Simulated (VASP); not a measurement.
# AgCl (F-43m) in VASP: further runs

The runs below take AgCl through single point, with r2SCAN.

All numbers are computed with VASP 6.6.1; they aren't measurements. Logs are shortened: lines on timing, memory, paths and dates and some standing lists are left out, and cuts for length are marked.

**1. The cell of the first run**

Symmetry: F-43m, No. 216, cubic system. Conventional cell: a = 5.986 Å, b = 5.986 Å, c = 5.986 Å, α = 90.00°, β = 90.00°, γ = 90.00°. Ag (site symmetry -43m) has 4 Cl at 2.59 Å within 3.4 Å. Within 3.4 Å of Cl (site symmetry -43m) lie 4 Ag at 2.59 Å.

**2. Single point, r2SCAN**

Contents of POSCAR:

```
AgCl
1.0
    0.0000000000      2.9932466769      2.9932466769
    2.9932466769      0.0000000000      2.9932466769
    2.9932466769      2.9932466769      0.0000000000
Ag Cl
1 1
Direct
    0.0000000000      0.0000000000      0.0000000000
    0.2500000000      0.2500000000      0.2500000000
```

Contents of INCAR.step1:

```
PREC = Accurate ; ENCUT = 520
ISMEAR = 0 ; SIGMA = 0.01
LREAL = False ; LASPH = True
NELM = 60 ; NBANDS = 16
GGA = PE ; ALGO = Normal
EDIFF = 1E-4 ; LWAVE = True
LCHARG = False
```

Contents of INCAR.step2:

```
PREC = Accurate ; ENCUT = 520
EDIFF = 1E-6 ; ISMEAR = 0
SIGMA = 0.01 ; LREAL = False
LASPH = True ; NELM = 60
ALGO = Normal ; ISIF = 2
LWAVE = False ; LCHARG = True
METAGGA = R2SCAN ; LMIXTAU = True
LELF = True ; LVHAR = True
NBANDS = 16 ; ISTART = 1
```

Contents of KPOINTS:

```
regular mesh
0
Gamma
  6 6 6
```

Potentials or basis: VASP PAW PBE potentials, release 64 (Ag, Cl).

Launch:

```
$ cat potpaw_PBE.64/Ag/POTCAR potpaw_PBE.64/Cl/POTCAR > POTCAR
$ cp INCAR.step1 INCAR
$ mpirun -np 1 vasp_std > vasp.out
$ cp INCAR.step2 INCAR
$ mpirun -np 1 vasp_std > vasp.out
```

OUTCAR:

```text
PREC = Accurate
   ENCUT = 520
   EDIFF = 1E-6
   ISMEAR = 0
   LREAL = False
   LASPH = True
   NELM = 60
   ISIF = 2
   METAGGA = R2SCAN
   ISTART = 1

 ion  position               nearest neighbor table
   1  0.000  0.000  0.000-   2 2.59   2 2.59   2 2.59   2 2.59
   2  0.250  0.250  0.250-   1 2.59   1 2.59   1 2.59   1 2.59

  LATTYP: Found a face centered cubic cell.
 ALAT       =     5.9864933538

  Lattice vectors:

 A1 = (   0.0000000000,   2.9932466769,   2.9932466769)
 A2 = (   2.9932466769,   0.0000000000,   2.9932466769)
 A3 = (   2.9932466769,   2.9932466769,   0.0000000000)

Analysis of symmetry for initial positions (statically):
=====================================================================
 Subroutine PRICEL returns:
 Original cell was already a primitive cell.

 Routine SETGRP: Setting up the symmetry group for a
 face centered cubic supercell.

 Subroutine GETGRP returns: Found 24 space group operations
 (whereof 24 operations were pure point group operations)
 out of a pool of 48 trial point group operations.

The static configuration has the point symmetry T_d .

Analysis of symmetry for dynamics (positions and initial velocities):
=====================================================================
 Subroutine PRICEL returns:
 Original cell was already a primitive cell.

 Routine SETGRP: Setting up the symmetry group for a
 face centered cubic supercell.

 Subroutine GETGRP returns: Found 24 space group operations
 (whereof 24 operations were pure point group operations)
 out of a pool of 48 trial point group operations.

The dynamic configuration has the point symmetry T_d .

 Subroutine INISYM returns: Found 24 space group operations
 (whereof 24 operations are pure point group operations),
 and found     1 'primitive' translations

----------------------------------------------------------------------------------------

                                     Primitive cell

  volume of cell :      53.6361

  direct lattice vectors                    reciprocal lattice vectors
     0.000000000  2.993246677  2.993246677    -0.167042698  0.167042698  0.167042698
     2.993246677  0.000000000  2.993246677     0.167042698 -0.167042698  0.167042698
     2.993246677  2.993246677  0.000000000     0.167042698  0.167042698 -0.167042698

  length of vectors
     4.233090046  4.233090046  4.233090046     0.289326440  0.289326440  0.289326440

  position of ions in fractional coordinates (direct lattice)
     0.000000000  0.000000000  0.000000000
     0.250000000  0.250000000  0.250000000

  ion indices of the primitive-cell ions
   primitive index   ion index
                 1           1
                 2           2

----------------------------------------------------------------------------------------

 KPOINTS: regular mesh

Automatic generation of k-mesh.
 Grid dimensions read from file:
 generate k-points for:    6    6    6

 Generating k-lattice:

  Cartesian coordinates                     Fractional coordinates (reciprocal lattice)
    -0.027840450  0.027840450  0.027840450     0.166666667  0.000000000  0.000000000
     0.027840450 -0.027840450  0.027840450     0.000000000  0.166666667  0.000000000
     0.027840450  0.027840450 -0.027840450     0.000000000  0.000000000  0.166666667

  Length of vectors
     0.048221073  0.048221073  0.048221073

  Shift w.r.t. Gamma in fractional coordinates (k-lattice)
     0.000000000  0.000000000  0.000000000

 Subroutine IBZKPT returns following result:
 ===========================================

 Found     16 irreducible k-points:

 Following reciprocal coordinates:
            Coordinates               Weight
  0.000000  0.000000  0.000000      1.000000
  0.166667  0.000000  0.000000      8.000000
  0.333333  0.000000  0.000000      8.000000
  0.500000  0.000000  0.000000      4.000000
  0.166667  0.166667  0.000000      6.000000
  0.333333  0.166667  0.000000     24.000000
[... 8 lines left out ...]
 -0.333333  0.333333  0.166667     24.000000
 -0.333333  0.500000  0.166667     12.000000
   k-points           NKPTS =     16   k-points in BZ     NKDIM =     16   number of bands    NBANDS=     16
   number of dos      NEDOS =    301   number of ions     NIONS =      2
   total plane-waves  NPLWV =  32768
   dimension x,y,z NGX =    32 NGY =   32 NGZ =   32
   dimension x,y,z NGXF=    64 NGYF=   64 NGZF=   64
   ions per type =               1   1
   NGX,Y,Z   is equivalent  to a cutoff of  12.57, 12.57, 12.57 a.u.
   NGXF,Y,Z  is equivalent  to a cutoff of  25.13, 25.13, 25.13 a.u.
 SYSTEM =  unknown system
   PREC   = accura    normal or accurate (medium, high low for compatibility)
   ISTART =      1    job   : 0-new  1-cont  2-samecut
   ICHARG =      0    charge: 1-file 2-atom 10-const
   ISPIN  =      1    spin polarized calculation?
   LNONCOLLINEAR =      F non collinear calculations
   LSORBIT =      F    spin-orbit coupling
   LASPH  =      T    aspherical Exc in radial PAW
   ENCUT  =  520.0 eV  38.22 Ry    6.18 a.u.   7.87  7.87  7.87*2*pi/ulx,y,z
   NELM   =     60;   NELMIN=  2; NELMDL=  0     # of ELM steps
   EDIFF  = 0.1E-05   stopping-criterion for ELM
   LREAL  =      F    real-space projection
   EDIFFG = 0.1E-04   stopping-criterion for IOM
   NSW    =      0    number of steps for IOM
   IBRION =     -1    ionic relax: 0-MD 1-quasi-New 2-CG
   NFREE  =      0    steps in history (QN), initial steepest desc. (CG)
   ISIF   =      2    stress and relaxation
   ISYM   =      2    0-nonsym 1-usesym 2-fastsym
   POTIM  = 0.5000    time-step for ionic-motion
   TEBEG  =    0.0;   TEEND  =   0.0 temperature during run
   PSTRESS=    0.0 pullay stress
   NELECT =      18.0000    total number of electrons
   NUPDOWN=      -1.0000    fix difference up-down
   EMIN   =  10.00;   EMAX   =-10.00  energy-range for DOS
   EFERMI =   0.00;   METHOD = LEGACY
   ISMEAR =     0;   SIGMA  =   0.01  broadening in eV -4-tet -1-fermi 0-gaus
   EFERMI_NEDOS =   21; number of points for ismear=-14 and -15
   IALGO  =     38    algorithm
   IMIX   =      4    mixing-type and parameters
     AMIX     =   0.40;   BMIX     =  1.00
     AMIX_MAG =   1.60;   BMIX_MAG =  1.00
  volume/ion in A,a.u.               =      26.82       180.98
  Fermi-wavevector in a.u.,A,eV,Ry     =   1.137662  2.149869 17.609670  1.294274
  Thomas-Fermi vector in A             =   2.274367
   LORBIT       =      0    0 simple, 1 ext, 2 COOP (PROOUT), +10 PAW based schemes
   METAGGA = R2SCAN    functional components
   LHFCALC =     F    Hartree Fock is set to
   AEXX    =    0.0000 exact exchange contribution
   IVDW    =     0    specifies the selected vdW correction
   LEPSILON=     F    determine dielectric tensor
   LRPA    =     F    only Hartree local field effects (RPA)
 non-spin polarized calculation
 Gauss-broadening in eV      SIGMA  =   0.01
  energy-cutoff  :      520.00
  volume of cell :       53.64
 maximum number of plane-waves:      1464
   NGX = 15   NGY = 15   NGZ = 15

 number of electron      17.9999995 magnetization

 Free energy of the ion-electron system (eV)
  ---------------------------------------------------
  ext. energy  EPLUGINS =         0.00000000
  ---------------------------------------------------
  free energy    TOTEN  =       -28.54382859 eV

  energy without entropy =      -28.54382859  energy(sigma->0) =      -28.54382859

 E-fermi :   1.5546     XC(G=0):  -9.1055

 val. band max:        1.4716627108   @ k =   0.0000   0.0000   0.0000
 cond. band min:       3.0711799914   @ k =   0.0000   0.0000   0.0000
 fundamental gap:      1.5995172806
 Fermi energy:         1.5546465559

 k-point     1 :       0.0000    0.0000    0.0000
  band No.  band energies     occupation
      1     -14.0602      2.00000
      2      -2.7493      2.00000
      3      -2.7492      2.00000
      4      -2.7492      2.00000
      5      -0.6564      2.00000
      6      -0.6564      2.00000
[... 8 lines left out ...]
     15      14.6690      0.00000
     16      14.6691      0.00000

 k-point     2 :       0.1667    0.0000    0.0000
  band No.  band energies     occupation
      1     -14.0164      2.00000
      2      -2.8104      2.00000
      3      -2.6969      2.00000
      4      -2.6969      2.00000
      5      -0.6618      2.00000
      6      -0.6618      2.00000
[... 8 lines left out ...]
     15      13.8601      0.00000
     16      14.6595      0.00000

 k-point     3 :       0.3333    0.0000    0.0000
  band No.  band energies     occupation
      1     -13.9275      2.00000
      2      -2.8454      2.00000
      3      -2.5963      2.00000
      4      -2.5963      2.00000
      5      -0.6335      2.00000
      6      -0.6334      2.00000
[... 8 lines left out ...]
     15      14.1711      0.00000
     16      14.1712      0.00000

 k-point     4 :       0.5000    0.0000    0.0000
  band No.  band energies     occupation
      1     -13.8825      2.00000
      2      -2.8053      2.00000
      3      -2.5494      2.00000
      4      -2.5494      2.00000
      5      -0.5902      2.00000
      6      -0.5902      2.00000
[... 8 lines left out ...]
     15      15.5000      0.00000
     16      15.5000      0.00000

 k-point     5 :       0.1667    0.1667    0.0000
  band No.  band energies     occupation
      1     -14.0020      2.00000
      2      -2.8753      2.00000
      3      -2.6508      2.00000
      4      -2.6508      2.00000
      5      -0.7162      2.00000
      6      -0.6191      2.00000
[... 8 lines left out ...]
     15      14.7387      0.00000
     16      16.6869      0.00000

 k-point     6 :       0.3333    0.1667    0.0000
  band No.  band energies     occupation
      1     -13.9283      2.00000
      2      -2.9135      2.00000
      3      -2.5610      2.00000
      4      -2.5388      2.00000
      5      -0.7213      2.00000
      6      -0.5851      2.00000
[... 8 lines left out ...]
     15      14.8235      0.00000
     16      15.8127      0.00000

 k-point     7 :       0.5000    0.1667    0.0000
  band No.  band energies     occupation
      1     -13.8686      2.00000
      2      -2.7894      2.00000
      3      -2.5370      2.00000
      4      -2.4783      2.00000
      5      -0.6484      2.00000
      6      -0.5812      2.00000
[... 8 lines left out ...]
     15      15.5504      0.00000
     16      15.5701      0.00000

 k-point     8 :      -0.3333    0.1667    0.0000
  band No.  band energies     occupation
      1     -13.8835      2.00000
      2      -2.7519      2.00000
      3      -2.5919      2.00000
      4      -2.5260      2.00000
      5      -0.6635      2.00000
      6      -0.6061      2.00000
[... 8 lines left out ...]
     15      14.7660      0.00000
     16      15.5571      0.00000

 k-point     9 :      -0.1667    0.1667    0.0000
  band No.  band energies     occupation
      1     -13.9577      2.00000
      2      -2.8421      2.00000
      3      -2.6333      2.00000
      4      -2.6222      2.00000
      5      -0.7007      2.00000
      6      -0.6133      2.00000
[... 8 lines left out ...]
     15      14.2931      0.00000
     16      16.0594      0.00000

 k-point    10 :       0.3333    0.3333    0.0000
  band No.  band energies     occupation
      1     -13.8846      2.00000
      2      -3.0399      2.00000
      3      -2.3971      2.00000
      4      -2.3971      2.00000
      5      -0.7584      2.00000
      6      -0.5433      2.00000
[... 8 lines left out ...]
     15      14.9040      0.00000
     16      17.5755      0.00000

 k-point    11 :       0.5000    0.3333    0.0000
  band No.  band energies     occupation
      1     -13.8402      2.00000
      2      -2.9731      2.00000
      3      -2.3196      2.00000
      4      -2.3161      2.00000
      5      -0.6539      2.00000
      6      -0.5456      2.00000
[... 8 lines left out ...]
     15      15.5353      0.00000
     16      16.2309      0.00000

 k-point    12 :      -0.3333    0.3333    0.0000
  band No.  band energies     occupation
      1     -13.8398      2.00000
      2      -2.7661      2.00000
      3      -2.4455      2.00000
      4      -2.3888      2.00000
      5      -0.7650      2.00000
      6      -0.6274      2.00000
[... 8 lines left out ...]
     15      14.5724      0.00000
     16      16.7993      0.00000

 k-point    13 :       0.5000    0.5000    0.0000
  band No.  band energies     occupation
      1     -13.8257      2.00000
      2      -3.0808      2.00000
      3      -2.2215      2.00000
      4      -2.2215      2.00000
      5      -0.6084      2.00000
      6      -0.5049      2.00000
[... 8 lines left out ...]
     15      15.0034      0.00000
     16      16.1764      0.00000

 k-point    14 :       0.5000    0.3333    0.1667
  band No.  band energies     occupation
      1     -13.8694      2.00000
      2      -2.8619      2.00000
      3      -2.5185      2.00000
      4      -2.3992      2.00000
      5      -0.6885      2.00000
      6      -0.5871      2.00000
[... 8 lines left out ...]
     15      15.5887      0.00000
     16      15.7762      0.00000

 k-point    15 :      -0.3333    0.3333    0.1667
  band No.  band energies     occupation
      1     -13.8398      2.00000
      2      -2.7173      2.00000
      3      -2.5772      2.00000
      4      -2.3119      2.00000
      5      -0.7328      2.00000
      6      -0.5771      2.00000
[... 8 lines left out ...]
     15      14.9307      0.00000
     16      15.9965      0.00000

 k-point    16 :      -0.3333    0.5000    0.1667
  band No.  band energies     occupation
      1     -13.8255      2.00000
      2      -2.8786      2.00000
      3      -2.4092      2.00000
      4      -2.2146      2.00000
      5      -0.6593      2.00000
      6      -0.4749      2.00000
[... 8 lines left out ...]
     15      15.6111      0.00000
     16      15.6791      0.00000

------------------------ aborting loop because EDIFF is reached ----------------------------------------

  FORCE on cell =-STRESS in cart. coord.  units (eV):
  Direction    XX          YY          ZZ          XY          YZ          ZX
  --------------------------------------------------------------------------------------
  -------------------------------------------------------------------------------------
  Total       -0.0157425     -0.0157425     -0.0157425     -0.0000000     -0.0000000      0.0000000
  in kB       -0.4702475     -0.4702475     -0.4702475     -0.0000000     -0.0000000      0.0000000
  external PRESSURE =      -0.4702475 kB  Pullay stress =       0.0000000 kB

 VOLUME and BASIS-vectors are now :
 -----------------------------------------------------------------------------
  energy-cutoff  :      520.00
  volume of cell :       53.64
      direct lattice vectors                 reciprocal lattice vectors
     0.000000000  2.993246677  2.993246677    -0.167042698  0.167042698  0.167042698
     2.993246677  0.000000000  2.993246677     0.167042698 -0.167042698  0.167042698
     2.993246677  2.993246677  0.000000000     0.167042698  0.167042698 -0.167042698

 POSITION                                       TOTAL-FORCE (eV/Angst)
 -----------------------------------------------------------------------------------
      0.00000      0.00000      0.00000         0.000000      0.000000      0.000000
      1.49662      1.49662      1.49662        -0.000000     -0.000000     -0.000000
 -----------------------------------------------------------------------------------
    total drift:                                0.000006      0.000006      0.000006

  FREE ENERGIE OF THE ION-ELECTRON SYSTEM (eV)
  ---------------------------------------------------
  free  energy   TOTEN  =       -28.5438285888 eV

  energy  without entropy=      -28.5438285888  energy(sigma->0) =      -28.54382859
```

It took 34 s on 1 thread of AMD EPYC 9R45 (Zen 5), shared host; peak memory 0.15 GiB.

What came out:

```
Free energy            : -28.5438 eV
Pressure               : 0.0 GPa
Band gap on the k mesh : 1.60 eV, direct
```

Caveat: the PAW data sets were made with another functional, which shifts forces and pressure a little. r2SCAN opens gaps a little over a GGA but as a rule still falls short of measured ones.

(Continued in part 2 of 2.)
